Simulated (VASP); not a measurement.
A run of VASP 6.6.1 is set up as follows.

The input INCAR:

```
SYSTEM = ZnCd2TeO2
PREC = Accurate ; ENCUT = 520
EDIFF = 1E-6 ; ISMEAR = 0
SIGMA = 0.1 ; LREAL = .False.
LASPH = .True. ; NELM = 80
ALGO = Normal ; ISIF = 2
LWAVE = .False. ; LCHARG = .False.
GGA = PE ; NBANDS = 36
```

Contents of KPOINTS:

```
regular mesh
0
Gamma
  12 12 4
  0 0 0
```

File POSCAR:

```
ZnCd2TeO2
1.0
    3.2604683957      0.0000000000      0.0000000000
    0.0000000000      3.2604683957      0.0000000000
    0.0000000000      0.0000000000     11.0037597952
Zn Cd Te O
1 2 1 2
Direct
    0.0000000000      0.0000000000      0.5000000000
    0.5000000000      0.5000000000      0.7331423080
    0.5000000000      0.5000000000      0.2668576920
    0.5000000000      0.5000000000      0.0000000000
    0.0000000000      0.0000000000      0.6723620119
    0.0000000000      0.0000000000      0.3276379881
```

Potentials or basis: VASP PAW PBE potentials, release 64 (Zn, Cd, Te, O).

Command:

```bash
$ cat potpaw_PBE.64/Zn/POTCAR potpaw_PBE.64/Cd/POTCAR potpaw_PBE.64/Te/POTCAR potpaw_PBE.64/O/POTCAR > POTCAR
$ mpirun -np 1 vasp_std > vasp.out
```

Problem. Predict the pressure.

Solution. 0.5 GPa.

Problem. What does it give for the band gap on the k mesh?

Solution. Zero (bands 27 and 28 overlap by 1.16 eV).

Problem. Estimate the largest force.

Solution. 0.075 eV/Å.

Stress tensor (GPa, compression positive):
```
0.41 0.00 0.00
0.00 0.41 0.00
0.00 0.00 0.71
```

Caveat: spin-orbit coupling is left out, which moves the levels of the heavy elements.
